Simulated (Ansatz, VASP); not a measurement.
# Two plane-wave programs on SnO2

File POSCAR:

```
SnO2
1.0
    4.8939674963      0.0000000000      0.0000000000
    0.0000000000      4.8942137614      0.0000000000
    0.0000000000      0.0000000000      3.0276452039
Sn O
2 4
Direct
    0.5000000000      0.5000000000      0.5000000000
    0.0000000000      0.0000000000      0.0000000000
    0.3058623572      0.3059582262      0.0000000000
    0.8058623572      0.1940417738      0.5000000000
    0.1941376428      0.8059582262      0.5000000000
    0.6941376428      0.6940417738      0.0000000000
```

File INCAR.step1:

```
SYSTEM = SnO2
PREC = Accurate
ENCUT = 520
ISMEAR = 0
SIGMA = 0.05
LREAL = .FALSE.
LASPH = .TRUE.
NELM = 100
NBANDS = 35
GGA = PE
ALGO = Normal
EDIFF = 1E-4
LWAVE = .TRUE.
LCHARG = .FALSE.
```

INCAR.step2

```
SYSTEM = SnO2
PREC = Accurate
ENCUT = 520
EDIFF = 1E-7
ISMEAR = 0
SIGMA = 0.05
LREAL = .FALSE.
LASPH = .TRUE.
NELM = 100
ALGO = Normal
ISIF = 2
LWAVE = .FALSE.
LCHARG = .FALSE.
METAGGA = R2SCAN
LMIXTAU = .TRUE.
NBANDS = 35
ISTART = 1
```

KPOINTS

```
regular mesh
0
G
  6 6 10
  0 0 0
```

Input for Ansatz:

```yaml
crystal:
  lattice:
    - [4.8939674963, 0.0, 0.0]
    - [0.0, 4.8942137614, 0.0]
    - [0.0, 0.0, 3.0276452039]
  atoms:
    - { symbol: Sn, position: [0.5, 0.5, 0.5] }
    - { symbol: Sn, position: [0.0, 0.0, 0.0] }
    - { symbol: O, position: [0.3058623572, 0.3059582262, 0.0] }
    - { symbol: O, position: [0.8058623572, 0.1940417738, 0.5] }
    - { symbol: O, position: [0.1941376428, 0.8059582262, 0.5] }
    - { symbol: O, position: [0.6941376428, 0.6940417738, 0.0] }
basis:
  ecutwfc: 500
kpoints:
  mp_grid: { grid: [6, 6, 10] }
hamiltonian:
  xc: r2scan
scf:
  occupations: { method: gaussian, width: 0.05 }
output:
  forces: true
  stress: true
  eigenvalues: true
```

Alike in both runs: task single point; functional r2SCAN; k mesh 6 × 6 × 10; occupations gaussian, width 0.05 eV; no spin polarisation.

```csv
,VASP,Ansatz
version,VASP 6.6.1,Ansatz 0.2.0
potentials or method,"VASP PAW PBE potentials, release 64 (Sn_d, O), cutoff 520 eV","scalar-relativistic, plane waves, PAW"
valence electrons in the cell,52,52
```

VASP gave:

```
gap on the k mesh at the Fermi level (eV)                     : 2.08
least direct gap on the mesh (eV)                             : 2.08
pressure (GPa)                                                : 5.6
traceless stress, the component that is largest in VASP (GPa) : 15.22
rms of the force components (eV/Å)                            : 0.153
```

Q: What did Ansatz give for the same quantities?

A: gap on the k mesh at the Fermi level (eV): 2.06; least direct gap on the mesh (eV): 2.06; pressure (GPa): 4.4; traceless stress, the component that is largest in VASP (GPa): 14.55; rms of the force components (eV/Å): 0.117.

VASP's potentials were made for PBE, not for r2SCAN. Atom by atom the forces differ by 0.037 eV/Å (rms over components).
